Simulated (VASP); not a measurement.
Write the native input for VASP 6.6.1 that does the following.

| Quantity | Value |
| --- | --- |
| Task | single point |
| Functional | r2SCAN |
| Potentials or basis | VASP PAW PBE potentials, release 64 (Na_pv, Cl) |
| Cutoff | 520 eV |
| k mesh | 8 × 8 × 8 |
| Occupations | gaussian, width 0.05 eV |
| Spin | no spin polarisation |
| Dipole correction | no |
| Further INCAR settings | ALGO = Normal; EDIFF = 1e-06; NBANDS = 14 |

Crystal: NaCl.

```
Na Cl
1.0
     0.00000    2.60521    2.71848
     2.60521    0.00000    2.71848
     2.60521    2.60521    0.00000
Na Cl
1 1
Direct
  0.00000 0.00000 0.00000
  0.50000 0.50000 0.50000
```

This cell differs from its parent crystal: strain -0.080 along x and y, -0.040 along z.

The input as run:

POSCAR

```
NaCl
1.0
    0.0000000000      2.6052100000      2.7184800000
    2.6052100000      0.0000000000      2.7184800000
    2.6052100000      2.6052100000      0.0000000000
Na Cl
1 1
Direct
    0.0000000000      0.0000000000      0.0000000000
    0.5000000000      0.5000000000      0.5000000000
```

INCAR.step1

```
PREC     = Accurate       # precision mode
ENCUT    = 520            # plane-wave cutoff, eV
ISMEAR   = 0              # smearing method
SIGMA    = 0.05           # smearing width, eV
LREAL    = False          # projectors in reciprocal space
LASPH    = True           # aspherical terms in the spheres
NELM     = 60             # most SCF steps
NBANDS   = 14             # bands
GGA      = PE             # functional
ALGO     = Normal         # electronic algorithm
EDIFF    = 1E-4           # SCF threshold, eV
LWAVE    = True           # write WAVECAR
LCHARG   = False          # write CHGCAR
```

INCAR.step2

```
PREC     = Accurate       # precision mode
ENCUT    = 520            # plane-wave cutoff, eV
EDIFF    = 1E-6           # SCF threshold, eV
ISMEAR   = 0              # smearing method
SIGMA    = 0.05           # smearing width, eV
LREAL    = False          # projectors in reciprocal space
LASPH    = True           # aspherical terms in the spheres
NELM     = 60             # most SCF steps
ALGO     = Normal         # electronic algorithm
ISIF     = 2              # what is computed and relaxed
LWAVE    = False          # write WAVECAR
LCHARG   = True           # write CHGCAR
METAGGA  = R2SCAN         # meta-GGA
LMIXTAU  = True         
LELF     = True           # ELF
LVHAR    = True         
NBANDS   = 14             # bands
ISTART   = 1
```

KPOINTS

```
regular mesh
0
Gamma
  8 8 8
```

Potentials or basis: VASP PAW PBE potentials, release 64 (Na_pv, Cl).

Launch:

```sh
$ cat potpaw_PBE.64/Na_pv/POTCAR potpaw_PBE.64/Cl/POTCAR > POTCAR
$ cp INCAR.step1 INCAR
$ mpirun -np 1 vasp_std > vasp.out
$ cp INCAR.step2 INCAR
$ mpirun -np 1 vasp_std > vasp.out
```

Results of the run:

```
Pressure               : 7.2 GPa
Band gap on the k mesh : 6.85 eV, direct
```

Caveat: the cell differs from its parent crystal (strain -0.080 along x and y, -0.040 along z); the PAW data sets were made with another functional, which shifts forces and pressure a little.

Wall time 2.5 min on 1 thread of AMD EPYC 7R13 Processor (Zen 3), with other jobs on the host, peak memory 0.14 GiB.
